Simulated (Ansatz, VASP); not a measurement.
# Two plane-wave programs on Ga

```
Ga
1.0
     0.00000    2.06853    2.06853
     2.06853    0.00000    2.06853
     2.06853    2.06853    0.00000
Ga
1
Direct
  0.00000 0.00000 0.00000
```

Alike in both runs: task relaxation of cell and atoms; functional PBEsol; k mesh 18 × 18 × 18; occupations gaussian, width 0.1 eV; no spin polarisation.

|  | VASP | Ansatz |
| --- | --- | --- |
| version | VASP 6.6.1 | Ansatz 0.2.0 |
| potentials or method | VASP PAW PBE potentials, release 64 (Ga_d), cutoff 600 eV | scalar-relativistic, plane waves, PAW |
| valence electrons in the cell | 13 | 13 |

```csv
,VASP,Ansatz,Ansatz less VASP
"gap on the k mesh at the Fermi level, each at its own relaxed structure (eV)",none,none,-
relaxed volume (Å³/atom),17.81,17.79,-0.015
relaxed cell length with the largest relative difference (Å),2.931,2.930,-0.0008
```

VASP's potentials were made for PBE, not for PBEsol. A gap of «none» marks a metal or a gap that the smearing closes.
